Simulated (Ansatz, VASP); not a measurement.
# TiC: VASP beside Ansatz

File INCAR:

```
PREC = Accurate
ENCUT = 520
EDIFF = 1E-6
ISMEAR = 0
SIGMA = 0.15
LREAL = F
LASPH = T
NELM = 60
ALGO = Normal
ISIF = 2
LWAVE = F
LCHARG = F
GGA = PE
NBANDS = 15
```

File KPOINTS:

```
regular mesh
0
Gamma
  18 18 18
```

Contents of POSCAR:

```
TiC
1.0
    0.0000000000      2.1640000000      2.0558000000
    2.1640000000      0.0000000000      2.0558000000
    2.1640000000      2.1640000000      0.0000000000
Ti C
1 1
Direct
    0.0000000000      0.0000000000      0.0000000000
    0.5000000000      0.5000000000      0.5000000000
```

Input for Ansatz:

```yaml
crystal:
  lattice:
    - [0.0, 2.164, 2.0558]
    - [2.164, 0.0, 2.0558]
    - [2.164, 2.164, 0.0]
  atoms:
    - { symbol: Ti, position: [0.0, 0.0, 0.0] }
    - { symbol: C, position: [0.5, 0.5, 0.5] }
basis:
  ecutwfc: 420
kpoints:
  mp_grid: { grid: [18, 18, 18] }
hamiltonian:
  xc: pbe
scf:
  occupations: { method: gaussian, width: 0.15 }
output:
  forces: true
  stress: true
  eigenvalues: true
```

Change from the starting cell: strain -0.0500 x Voigt [0, 0, 1, 0, 0, 0], atoms carried along.

Alike in both runs: task single point; functional PBE; k mesh 18 × 18 × 18; occupations gaussian, width 0.15 eV; no spin polarisation.

```csv
,VASP,Ansatz
version,VASP 6.6.1,Ansatz 0.2.0
potentials or method,"VASP PAW PBE potentials, release 64 (Ti_sv, C), cutoff 520 eV","scalar-relativistic, plane waves, PAW"
valence electrons in the cell,16,16
```

|  | VASP | Ansatz | Ansatz less VASP |
| --- | --- | --- | --- |
| gap on the k mesh at the Fermi level (eV) | none | none | - |
| pressure (GPa) | 16.9 | 16.7 | -0.19 |
| traceless stress, the component that is largest in VASP (GPa) | 18.40 | 18.34 | -0.061 |

A gap of «none» marks a metal or a gap that the smearing closes.
